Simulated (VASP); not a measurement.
**Y2AlN3: relaxation of cell and atoms with PBE**

The system is Y2AlN3.

```xyz
6
Lattice="5.5898 0.0000 0.0000 -2.7949 4.8409 0.0000 0.0000 0.0000 3.2136" Properties=species:S:1:pos:R:3 pbc="T T T"
Y     0.0000    3.2273    0.2724
Y     2.7949    1.6136    2.9412
Al    0.0000    0.0000    1.6068
N     1.8535    0.0000    1.6068
N    -0.9268    1.6052    1.6068
N     1.8682    3.2357    1.6068
```

The cell was generated, and may not be a known phase.

```json
{"Program": "VASP 6.6.1", "Task": "relaxation of cell and atoms", "Functional": "PBE", "Potentials or basis": "VASP PAW PBE potentials, release 64 (Y_sv, Al, N)", "Cutoff": "600 eV", "k mesh": "6 × 6 × 6", "Occupations": "gaussian, width 0.1 eV", "Spin": "no spin polarisation", "Dipole correction": "no", "Further INCAR settings": "ALGO = Normal; EDIFF = 1e-06; IBRION = 2; EDIFFG = -0.04; NSW = 90; ISIF = 3"}
```

- Relaxed volume: 14.44 Å³/atom
- Relaxed cell: a = 5.583 Å, b = 5.583 Å, c = 3.210 Å, α = 90.00°, β = 90.00°, γ = 120.00°
- Space group after relaxing (to 0.1 Å): P321 (No. 150)
- Energy gained by relaxing: 0.1 meV/atom
- Ionic steps: 3
- Pressure after relaxing: 0.0 GPa
- Largest force after relaxing: 0.027 eV/Å
- Band gap on the k mesh: 1.74 eV (least direct gap 1.97 eV)

Forces on the atoms (eV/Å):
```
Y    0.000  0.000 -0.027
Y    0.000  0.000  0.027
Al   0.000  0.000  0.000
N    0.017  0.000  0.000
N   -0.008  0.015  0.000
N   -0.008 -0.015  0.000
```

Step by step:
| step | energy change (eV) | largest force (eV/Å) | pressure (GPa) | volume (Å³) |
| --- | --- | --- | --- | --- |
| 1 | 0.0000 | 0.0142 | -0.48 | 86.96 |
| 2 | -0.0002 | 0.0425 | 0.40 | 86.42 |
| 3 | -0.0005 | 0.0274 | 0.02 | 86.65 |

Final structure:
```yaml
crystal:
  lattice:
    - [5.58268, 0.00000, 0.00000]
    - [-2.79134, 4.83474, 0.00000]
    - [0.00000, 0.00000, 3.21030]
  atoms:
    - { symbol: Y, position: [0.33333, 0.66667, 0.08470] }
    - { symbol: Y, position: [0.66667, 0.33333, 0.91530] }
    - { symbol: Al, position: [0.00000, 0.00000, 0.50000] }
    - { symbol: N, position: [0.33166, 0.00000, 0.50000] }
    - { symbol: N, position: [0.00000, 0.33166, 0.50000] }
    - { symbol: N, position: [0.66834, 0.66834, 0.50000] }
```

Levels at points of the mesh, in eV from the valence-band top:
```
           k point  band 16  band 17  band 18  band 19  band 20  band 21  band 22  band 23  band 24
(0.00, 0.00, 0.00)    -1.06    -1.06    -0.31    -0.31    -0.23     1.74     2.76     4.06     4.06
(0.50, 0.00, 0.00)    -1.05    -0.97    -0.51    -0.38    -0.07     2.34     2.35     3.35     4.19
(0.00, 0.00, 0.50)    -2.03    -2.03    -0.67    -0.67    -0.15     3.14     3.66     3.66     6.23
(0.50, 0.00, 0.50)    -2.04    -2.02    -1.63    -1.27    -0.71     1.80     3.25     4.49     5.41
```

Wall time 4 min on 1 thread of Intel Xeon 8259CL, with other jobs on the host, peak memory 0.31 GiB.

A k mesh can miss the band edges.
